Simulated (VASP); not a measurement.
Wanted: the native input for a VASP 6.6.1 run.

| Quantity | Value |
| --- | --- |
| Task | single point |
| Functional | PBE |
| Potentials or basis | VASP PAW PBE potentials, release 64 (Zn, Cu) |
| Cutoff | 520 eV |
| k mesh | 22 × 22 × 14 |
| Occupations | gaussian, width 0.15 eV |
| Spin | no spin polarisation |
| Dipole correction | no |
| Further INCAR settings | ALGO = Normal; EDIFF = 1e-07; NBANDS = 18 |

The structure of ZnCu lies in POSCAR:

```
ZnCu
1.0
    1.5708739527     -2.2393646453      0.0000000000
    1.5708739527      2.2393646453      0.0000000000
    0.0000000000      0.0000000000      3.7155622471
Zn Cu
1 1
Direct
    0.5000000000      0.5000000000      0.5000000000
    0.0000000000      0.0000000000      0.0000000000
```

This cell differs from its parent crystal: ratio of the length along z to the lengths across it x 0.85, volume and fractional coordinates fixed.

One way to write it, as run:

INCAR

```
PREC = Accurate
ENCUT = 520
EDIFF = 1E-7
ISMEAR = 0
SIGMA = 0.15
LREAL = F
LASPH = T
NELM = 100
ALGO = Normal
ISIF = 2
LWAVE = F
LCHARG = T
GGA = PE
LELF = T
LVHAR = T
NBANDS = 18
```

KPOINTS

```
regular mesh
0
Gamma
  22 22 14
```

Potentials or basis: VASP PAW PBE potentials, release 64 (Zn, Cu).

Command:

```sh
$ cat potpaw_PBE.64/Zn/POTCAR potpaw_PBE.64/Cu/POTCAR > POTCAR
$ mpirun -np 1 vasp_std > vasp.out
```

It gave:

```yaml
Pressure: 3.7 GPa
```

Run time: 4 min on 1 thread of AMD EPYC 9R45 96-Core Processor (Zen 5), on a shared host, peak memory 0.55 GiB.
